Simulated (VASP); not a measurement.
Re: single point with r2SCAN

Re, a slab with vacuum:

```
Re
1.0
     2.79307    0.00000    0.00000
     1.39654    2.41887    0.00000
     0.00000    0.00000   16.28053
Re
2
Direct
  0.00000 0.00000 0.42996
  0.33333 0.33333 0.57004
```

```json
{
 "Program": "VASP 6.6.1",
 "Task": "single point",
 "Functional": "r2SCAN",
 "Potentials or basis": "VASP PAW PBE potentials, release 64 (Re)",
 "Cutoff": "520 eV",
 "k mesh": "7 × 7 × 1",
 "Occupations": "methfessel-paxton, width 0.05 eV",
 "Spin": "no spin polarisation",
 "Dipole correction": "yes",
 "Electric field (eV/Å)": "-0.3 eV/Å",
 "Further INCAR settings": "ALGO = Normal; EDIFF = 1e-06; NBANDS = 14; EFIELD = -0.3"
}
```

```json
{"Largest force": "2.428 eV/Å", "Band gap on the k mesh": "zero (bands 7 and 8 overlap by 1.28 eV)"}
```

Forces on the atoms (eV/Å):
```
Re   0.000  0.000  2.428
Re   0.000  0.000 -2.428
```

Levels at points of the mesh, in eV from the Fermi level:
| k point | band 3 | band 4 | band 5 | band 6 | band 7 | band 8 | band 9 | band 10 | band 11 | band 12 |
| --- | --- | --- | --- | --- | --- | --- | --- | --- | --- | --- |
| (0.00, 0.00, 0.00) | -1.96 | -1.12 | -1.12 | -1.01 | -0.86 | -0.86 | 0.71 | 1.59 | 1.59 | 2.99 |

Run time: 3.6 min on 1 thread of AMD EPYC 7R13, with other jobs on the host, peak memory 0.24 GiB.

Caveat: the k points lie up to 0.37 Å⁻¹ apart, too coarse for converged energies and pressures of a metal; the PAW data sets were made with another functional, which shifts forces and pressure a little; spin-orbit coupling is left out, which moves the levels of the heavy elements.
